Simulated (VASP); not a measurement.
# Au (P2_1/m) in VASP: a series of runs, part 2 of 2

VASP 6.6.1. Earlier steps stand in the parts before.

### Step 3. Single point, PBEsol (atom 1 (Au) moved by (-0.450, +0.000) A along x and y)

INCAR reads:

```
ALGO = Fast
EDIFF = 1E-6
ENCUT = 520
GGA = PS
ISIF = 2
ISMEAR = 0
LASPH = True
LCHARG = False
LREAL = False
LWAVE = False
NBANDS = 18
NELM = 100
PREC = Accurate
SIGMA = 0.15
```

KPOINTS reads:

```
k-points
0
Gamma
  18 18 10
```

POSCAR reads:

```
Au
1.0
    2.8999984104      0.0000000000      0.0000000000
   -1.4499992052      2.5114722944      0.0000000000
    0.0000000000      0.0000000000      4.8800000000
Au
2
Direct
    0.1781608345      0.6666666667      0.7500000000
    0.6666666667      0.3333333333      0.2500000000
```

Potentials or basis: VASP PAW PBE potentials, release 64 (Au).

Launch:

```sh
cat potpaw_PBE.64/Au/POTCAR > POTCAR
mpirun -np 1 vasp_std > vasp.out
```

OUTCAR:

```text
EDIFF = 1E-6
   ENCUT = 520
   GGA = PS
   ISIF = 2
   ISMEAR = 0
   LASPH = True
   LREAL = False
   NELM = 100
   PREC = Accurate

 ion  position               nearest neighbor table
   1  0.178  0.667  0.750-   2 2.77   2 2.77   2 2.99   2 2.99   2 3.20   2 3.20
   2  0.667  0.333  0.250-   1 2.77   1 2.77   1 2.99   1 2.99   1 3.20   1 3.20

  LATTYP: Found a hexagonal cell.
 ALAT       =     2.8999984104
 C/A-ratio  =     1.6827595431

  Lattice vectors:

 A1 = (   2.8999984104,   0.0000000000,   0.0000000000)
 A2 = (  -1.4499992052,   2.5114722944,   0.0000000000)
 A3 = (   0.0000000000,   0.0000000000,   4.8800000000)

Analysis of symmetry for initial positions (statically):
=====================================================================
 Subroutine PRICEL returns:
 Original cell was already a primitive cell.

 Routine SETGRP: Setting up the symmetry group for a
 hexagonal supercell.

 Subroutine GETGRP returns: Found  4 space group operations
 (whereof  1 operations were pure point group operations)
 out of a pool of 24 trial point group operations.

The static configuration has the point symmetry C_1 .
 The point group associated with its full space group is C_2h.

Analysis of symmetry for dynamics (positions and initial velocities):
=====================================================================
 Subroutine PRICEL returns:
 Original cell was already a primitive cell.

 Routine SETGRP: Setting up the symmetry group for a
 hexagonal supercell.

 Subroutine GETGRP returns: Found  4 space group operations
 (whereof  1 operations were pure point group operations)
 out of a pool of 24 trial point group operations.

The dynamic configuration has the point symmetry C_1 .
 The point group associated with its full space group is C_2h.

 Subroutine INISYM returns: Found  4 space group operations
 (whereof  1 operations are pure point group operations),
 and found     1 'primitive' translations

----------------------------------------------------------------------------------------
[... 114 lines left out ...]
  volume/ion in A,a.u.               =      17.77       119.93
  Fermi-wavevector in a.u.,A,eV,Ry     =   1.395191  2.636529 26.484537  1.946559
  Thomas-Fermi vector in A             =   2.518667
   LORBIT       =      0    0 simple, 1 ext, 2 COOP (PROOUT), +10 PAW based schemes
   GGA     = PS    functional components
   LHFCALC =     F    Hartree Fock is set to
   AEXX    =    0.0000 exact exchange contribution
   IVDW    =     0    specifies the selected vdW correction
   LEPSILON=     F    determine dielectric tensor
   LRPA    =     F    only Hartree local field effects (RPA)
 non-spin polarized calculation
 RMM-DIIS sequential band-by-band and
 Gauss-broadening in eV      SIGMA  =   0.15
  energy-cutoff  :      520.00
  volume of cell :       35.54
 maximum number of plane-waves:       984
 NGX is ok and might be reduce to    24
   NGX = 11   NGY = 11   NGZ = 19

 number of electron      21.9999999 magnetization

 Free energy of the ion-electron system (eV)
  ---------------------------------------------------
  ext. energy  EPLUGINS =         0.00000000
  ---------------------------------------------------
  free energy    TOTEN  =        -7.75760741 eV

  energy without entropy =       -7.74856102  energy(sigma->0) =       -7.75308421

 E-fermi :   8.5677     XC(G=0): -12.6294

 val. band max:        8.5595755843   @ k =   0.2778   0.1111   0.4000
 cond. band min:       8.5684717347   @ k =   0.5000  -0.1111  -0.3000
 fundamental gap:      0.0088961504
 Fermi energy:         8.5677157571

 k-point     1 :       0.0000    0.0000    0.0000
  band No.  band energies     occupation
      1      -0.8909      2.00000
      2       1.5741      2.00000
      3       3.5101      2.00000
      4       4.1575      2.00000
      5       4.4004      2.00000
      6       4.4682      2.00000
[... 481 lines left out ...]
      5       4.1952      2.00000
      6       4.8314      2.00000
[... 10 lines left out ...]
     17      20.3599      0.00000
     18      23.4003      0.00000

 [... further k-points ...]

------------------------ aborting loop because EDIFF is reached ----------------------------------------

  FORCE on cell =-STRESS in cart. coord.  units (eV):
  Direction    XX          YY          ZZ          XY          YZ          ZX
  --------------------------------------------------------------------------------------
  -------------------------------------------------------------------------------------
  Total       -1.4346644     -1.4124714     -0.5541703      0.1593197      0.0000000      0.0000000
  in kB      -64.6717956    -63.6713796    -24.9808852      7.1818110      0.0000000      0.0000000
  external PRESSURE =     -51.1080201 kB  Pullay stress =       0.0000000 kB

 VOLUME and BASIS-vectors are now :
 -----------------------------------------------------------------------------
  energy-cutoff  :      520.00
  volume of cell :       35.54
      direct lattice vectors                 reciprocal lattice vectors
     2.899998410  0.000000000  0.000000000     0.344827775  0.199086409  0.000000000
    -1.449999205  2.511472294  0.000000000     0.000000000  0.398172818  0.000000000
     0.000000000  0.000000000  4.880000000     0.000000000  0.000000000  0.204918033

 POSITION                                       TOTAL-FORCE (eV/Angst)
 -----------------------------------------------------------------------------------
     -0.45000      1.67431      3.66000         0.213293      0.214178      0.000000
      1.45000      0.83716      1.22000        -0.213293     -0.214178      0.000000
 -----------------------------------------------------------------------------------
    total drift:                               -0.000002     -0.000000      0.000000

  FREE ENERGIE OF THE ION-ELECTRON SYSTEM (eV)
  ---------------------------------------------------
  free  energy   TOTEN  =        -7.7576074055 eV

  energy  without entropy=       -7.7485610215  energy(sigma->0) =       -7.75308421
```

OSZICAR:

```text
N       E                     dE             d eps       ncg     rms          rms(c)
DAV:   1     0.121359032187E+03    0.12136E+03   -0.11661E+04 35432   0.118E+03
DAV:   2    -0.636593816246E+01   -0.12772E+03   -0.12190E+03 37408   0.259E+02
DAV:   3    -0.844030479924E+01   -0.20744E+01   -0.20632E+01 41304   0.334E+01
DAV:   4    -0.844930065286E+01   -0.89959E-02   -0.89948E-02 38720   0.232E+00
DAV:   5    -0.844938354698E+01   -0.82894E-04   -0.82893E-04 39096   0.238E-01    0.121E+01
RMM:   6    -0.779970694810E+01    0.64968E+00   -0.11749E+00 35447   0.803E+00    0.761E+00
RMM:   7    -0.776303021810E+01    0.36677E-01   -0.12703E-01 36478   0.280E+00    0.359E+00
RMM:   8    -0.775777159847E+01    0.52586E-02   -0.15613E-02 36942   0.960E-01    0.584E-01
RMM:   9    -0.775760916379E+01    0.16243E-03   -0.14252E-03 39009   0.283E-01    0.171E-01
RMM:  10    -0.775761514223E+01   -0.59784E-05   -0.19402E-04 39124   0.940E-02    0.140E-01
RMM:  11    -0.775760739939E+01    0.77428E-05   -0.34809E-05 38473   0.422E-02    0.169E-02
RMM:  12    -0.775760740547E+01   -0.60738E-08   -0.51302E-06 33167   0.153E-02
   1 F= -.77576074E+01 E0= -.77530842E+01  d E =-.904638E-02
```

Run time: 6.3 min. Hardware: 1 thread of Intel Xeon Platinum 8259CL at 2.50GHz (Skylake/Cascade Lake), shared host; peak memory 0.58 GiB.

Results:

- Free energy: -7.7576 eV
- Pressure: -5.1 GPa
- Largest force: 0.302 eV/Å
- Band gap on the k mesh: zero (bands 11 and 12 overlap by 6.09 eV)

Forces in eV/Å, atoms in the order of the input:
```
Au   0.213  0.214  0.000
Au  -0.213 -0.214  0.000
```

Levels at points of the mesh, in eV from the Fermi level:
| k point | band 8 | band 9 | band 10 | band 11 | band 12 | band 13 | band 14 | band 15 |
| --- | --- | --- | --- | --- | --- | --- | --- | --- |
| (0.00, 0.00, 0.00) | -3.84 | -2.83 | -2.64 | -1.74 | -0.99 | 2.62 | 14.48 | 15.71 |
| (0.50, 0.00, 0.00) | -2.13 | -1.87 | -1.59 | 0.94 | 1.03 | 6.16 | 6.50 | 9.21 |
| (0.00, 0.50, 0.00) | -2.51 | -1.77 | -1.68 | 0.37 | 1.52 | 5.51 | 7.13 | 7.16 |
| (0.50, 0.50, 0.00) | -1.94 | -1.78 | -1.67 | -0.35 | 1.91 | 4.93 | 5.40 | 7.87 |
| (0.00, 0.00, 0.50) | -4.21 | -2.68 | -2.68 | -2.51 | -2.51 | 10.26 | 10.26 | 15.17 |
| (0.50, 0.00, 0.50) | -1.75 | -1.61 | -1.61 | 0.01 | 0.01 | 4.04 | 4.04 | 12.25 |
| (0.00, 0.50, 0.50) | -2.04 | -1.71 | -1.71 | 0.53 | 0.53 | 3.77 | 3.77 | 12.01 |
| (0.50, 0.50, 0.50) | -2.78 | -1.71 | -1.71 | 1.34 | 1.34 | 3.14 | 3.14 | 12.88 |

Caveat: the cell differs from its parent crystal (atom 1 (Au) moved by (-0.450, +0.000) A along x and y); the cell stands under tension; the PAW data sets were made with another functional, which shifts forces and pressure a little; spin-orbit coupling is left out, which moves the levels of the heavy elements.

### Step 4. Single point, PBEsol (atom 1 (Au) moved by (-0.450, +0.450) A along x and y)

INCAR reads:

```
ALGO = Fast ; EDIFF = 1E-7
ENCUT = 520 ; GGA = PS
ISIF = 2 ; ISMEAR = 0
LASPH = T ; LCHARG = T
LELF = T ; LREAL = F
LVHAR = T ; LWAVE = F
NBANDS = 18 ; NELM = 80
PREC = Accurate ; SIGMA = 0.15
```

KPOINTS is that of step 3.

Edit POSCAR of step 3 so:

```diff
@@ -8,3 +8,3 @@
 Direct
-    0.1781608345      0.6666666667      0.7500000000
+    0.2677497185      0.8458444346      0.7500000000
     0.6666666667      0.3333333333      0.2500000000
```

Launch:

```sh
cat potpaw_PBE.64/Au/POTCAR > POTCAR
mpirun -np 1 vasp_std > vasp.out
```

Wall time 7.4 min (1 thread of Intel Xeon Platinum 8259CL at 2.50GHz (Skylake/Cascade Lake), shared host); peak memory 0.58 GiB.

Results (log left out):

```yaml
Free_energy: -7.7642 eV
Pressure: -5.0 GPa
Largest_force: 0.277 eV/Å
Band_gap_on_the_k_mesh: zero (bands 11 and 12 overlap by 6.09 eV)
```

Forces in eV/Å, atoms in the order of the input:
```
Au  -0.119 -0.251  0.000
Au   0.119  0.251  0.000
```

Stress tensor (GPa, compression positive):
```
-6.79  0.73  0.00
 0.73 -5.64  0.00
 0.00  0.00 -2.45
```

Levels at points of the mesh, in eV from the Fermi level:
| k point | band 7 | band 8 | band 9 | band 10 | band 11 | band 12 | band 13 | band 14 | band 15 | band 16 |
| --- | --- | --- | --- | --- | --- | --- | --- | --- | --- | --- |
| (0.00, 0.00, 0.00) | -3.99 | -3.87 | -3.07 | -2.40 | -1.59 | -1.01 | 2.66 | 14.35 | 15.04 | 15.63 |
| (0.50, 0.00, 0.00) | -3.48 | -2.97 | -1.78 | -1.73 | 0.59 | 1.30 | 5.75 | 6.79 | 7.99 | 10.63 |
| (0.00, 0.50, 0.00) | -3.82 | -2.58 | -1.85 | -1.67 | 0.86 | 1.06 | 6.07 | 6.49 | 9.14 | 9.51 |
| (0.50, 0.50, 0.00) | -1.96 | -1.85 | -1.82 | -1.63 | -0.85 | 2.02 | 4.69 | 4.72 | 8.13 | 10.38 |
| (0.00, 0.00, 0.50) | -4.21 | -4.21 | -2.82 | -2.82 | -2.67 | -2.67 | 10.23 | 10.23 | 15.46 | 15.46 |
| (0.50, 0.00, 0.50) | -1.83 | -1.83 | -1.67 | -1.67 | 0.21 | 0.21 | 3.94 | 3.94 | 11.59 | 11.59 |
| (0.00, 0.50, 0.50) | -1.79 | -1.79 | -1.54 | -1.54 | -0.01 | -0.01 | 4.04 | 4.04 | 11.82 | 11.82 |
| (0.50, 0.50, 0.50) | -3.07 | -3.07 | -1.75 | -1.75 | 1.79 | 1.79 | 2.71 | 2.71 | 13.08 | 13.08 |

Caveat: the cell differs from its parent crystal (atom 1 (Au) moved by (-0.450, +0.450) A along x and y); the cell stands under tension; the PAW data sets were made with another functional, which shifts forces and pressure a little; spin-orbit coupling is left out, which moves the levels of the heavy elements.

### Step 5. The runs side by side

```tsv
cell	further INCAR settings	gap on the mesh (eV)	pressure (GPa)	largest force (eV/Å)
as given, atomic positions A	ALGO = Fast; EDIFF = 1e-06; NBANDS = 18	none	-2.4	0.63
as given, atomic positions B	ALGO = Fast; EDIFF = 1e-06; NBANDS = 18	none	-5.1	0.30
as given, atomic positions C	ALGO = Fast; EDIFF = 1e-07; NBANDS = 18	none	-5.0	0.28
```

Alike in all rows: task single point; level PBEsol; potentials or basis VASP PAW PBE potentials, release 64 (Au); no spin polarisation; k mesh 18 × 18 × 10; cutoff (eV) 520; smearing gaussian 0.15 eV.

Caveats: the PAW data sets were made with another functional, which shifts forces and pressure a little; spin-orbit coupling is left out, which moves the levels of the heavy elements; the cell stands under tension (at least some runs).

Absolute energies hang on the potentials; compare differences alone.
